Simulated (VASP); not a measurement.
TiAl3:

```
CELL_PARAMETERS angstrom
-1.91111 1.91111 4.28067
1.91111 -1.91111 4.28067
1.91111 1.91111 -4.28067
ATOMIC_POSITIONS crystal
Ti 0.00000 0.00000 0.00000
Al 0.50000 0.50000 0.00000
Al 0.75000 0.25000 0.50000
Al 0.25000 0.75000 0.50000
```

* Program: VASP 6.6.1
* Task: relaxation of cell and atoms
* Functional: LDA
* Potentials or basis: VASP PAW LDA potentials, release 64 (Ti_sv, Al)
* Cutoff: 600 eV
* k mesh: 14 × 14 × 14
* Occupations: gaussian, width 0.1 eV
* Spin: no spin polarisation

At the start: pressure -3.3 GPa; volume 15.63 Å³/atom.

Task: Where does the relaxation end?

Result: Over 7 steps the energy falls by 5.1 meV/atom and the volume is 15.17 Å³/atom (-3.0 %); space group I4/mmm (No. 139, to 0.1 Å) before and after.

Step by step:
| step | energy change (eV) | largest force (eV/Å) | pressure (GPa) | volume (Å³) |
| --- | --- | --- | --- | --- |
| 1 | 0.0000 | 0.0000 | -3.35 | 62.54 |
| 2 | -0.0136 | 0.0000 | 2.08 | 59.63 |
| 3 | -0.0203 | 0.0000 | 0.00 | 60.66 |
| 4 | -0.0203 | 0.0000 | 0.06 | 60.63 |
| 5 | -0.0203 | 0.0000 | -0.02 | 60.67 |
| 6 | -0.0203 | 0.0000 | -0.01 | 60.67 |
| 7 | -0.0203 | 0.0000 | -0.01 | 60.67 |

Final structure:
```yaml
crystal:
  lattice:
    - [-1.89050, 1.89050, 4.24364]
    - [1.89050, -1.89050, 4.24364]
    - [1.89050, 1.89050, -4.24364]
  atoms:
    - { symbol: Ti, position: [0.00000, 0.00000, 0.00000] }
    - { symbol: Al, position: [0.50000, 0.50000, 0.00000] }
    - { symbol: Al, position: [0.75000, 0.25000, 0.50000] }
    - { symbol: Al, position: [0.25000, 0.75000, 0.50000] }
```
